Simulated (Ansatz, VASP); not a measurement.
**One calculation of Sb, two programs**

INCAR

```
  PREC = Accurate
  ENCUT = 520
  EDIFF = 1E-6
  ISMEAR = 0
  SIGMA = 0.15
  LREAL = False
  LASPH = True
  NELM = 100
  ALGO = Normal
  ISIF = 2
  LWAVE = False
  LCHARG = False
  GGA = PS
  NBANDS = 12
```

KPOINTS

```
Automatic mesh
0
Gamma
  18 18 10
```

POSCAR

```
Sb
1.0
    3.3690001795      0.0000000000      0.0000000000
   -1.6845000898      2.9176397408      0.0000000000
    0.0000000000      0.0000000000      5.3300000000
Sb
2
Direct
    0.2739685398      0.6666666667      0.2500000000
    0.6666666667      0.3333333333      0.7500000000
```

Input for Ansatz:

```yaml
crystal:
  lattice:
    - [3.3690001795, 0.0, 0.0]
    - [-1.6845000898, 2.9176397408, 0.0]
    - [0.0, 0.0, 5.33]
  atoms:
    - { symbol: Sb, position: [0.2739685398, 0.6666666667, 0.25] }
    - { symbol: Sb, position: [0.6666666667, 0.3333333333, 0.75] }
basis:
  ecutwfc: 420
kpoints:
  mp_grid: { grid: [18, 18, 10] }
hamiltonian:
  xc: pbesol
scf:
  occupations: { method: gaussian, width: 0.15 }
output:
  forces: true
  stress: true
  eigenvalues: true
```

Alike in both runs: task single point; functional PBEsol; k mesh 18 × 18 × 10; occupations gaussian, width 0.15 eV; no spin polarisation.

|  | VASP | Ansatz |
| --- | --- | --- |
| version | VASP 6.6.1 | Ansatz 0.2.0 |
| potentials or method | VASP PAW PBE potentials, release 64 (Sb), cutoff 520 eV | scalar-relativistic, plane waves, PAW |
| valence electrons in the cell | 10 | 30 |

VASP gave:

```
gap on the k mesh at the Fermi level (eV)                     : none
pressure (GPa)                                                : 0.0
traceless stress, the component that is largest in VASP (GPa) : 1.33
rms of the force components (eV/Å)                            : 0.021
```

Problem. What did Ansatz give for the same quantities?

Solution. gap on the k mesh at the Fermi level (eV): none; pressure (GPa): 0.0; traceless stress, the component that is largest in VASP (GPa): 1.32; rms of the force components (eV/Å): 0.023.

VASP's potentials were made for PBE, not for PBEsol. Atom by atom the forces differ by 0.001 eV/Å (rms over components). A gap of «none» marks a metal or a gap that the smearing closes. The functional is the same, so the differences come from potentials, cutoffs and numerics. VASP's potentials hold 10 valence electrons a cell and Ansatz's 30, so a difference there can come from the potentials and not from the codes.

Neither program's run includes spin-orbit coupling.
